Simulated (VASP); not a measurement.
Input of a VASP 6.6.1 run:

Contents of INCAR:

```
SYSTEM = BN
ALGO     = Normal         ! electronic algorithm
EDIFF    = 1E-7           ! SCF threshold, eV
ENCUT    = 520            ! plane-wave cutoff, eV
ISIF     = 2              ! what is computed and relaxed
ISMEAR   = 0              ! smearing method
LASPH    = .TRUE.         ! aspherical terms in the spheres
LCHARG   = .FALSE.        ! write CHGCAR
LREAL    = .FALSE.        ! projectors in reciprocal space
LWAVE    = .FALSE.        ! write WAVECAR
NBANDS   = 16             ! bands
NELM     = 100            ! most SCF steps
PREC     = Accurate       ! precision mode
SIGMA    = 0.01           ! smearing width, eV
```

File KPOINTS:

```
k-points
0
G
  12 12 6
  0 0 0
```

File POSCAR:

```
BN
1.0
    2.5439493036      0.0000000000      0.0000000000
   -1.2719746518      2.2031247228      0.0000000000
    0.0000000000      0.0000000000      4.2078167811
B N
2 2
Direct
    0.6666666667      0.3333333333      0.0002035744
    0.3333333333      0.6666666667      0.5002035744
    0.6666666667      0.3333333333      0.3747964256
    0.3333333333      0.6666666667      0.8747964256
```

Potentials or basis: VASP PAW LDA potentials, release 64 (B, N).

Run with:

```console
$ cat potpaw_LDA.64/B/POTCAR potpaw_LDA.64/N/POTCAR > POTCAR
$ mpirun -np 1 vasp_std > vasp.out
```

Predict the band gap on the k mesh.

4.96 eV, indirect (least direct gap 8.17 eV).

Predict the pressure.

-8.4 GPa.

Stress tensor (GPa, compression positive):
```
-8.48  0.00  0.00
 0.00 -8.48  0.00
 0.00  0.00 -8.29
```

A k mesh can miss the band edges. A hybrid or GW would open this gap; LDA tends to underestimate it.
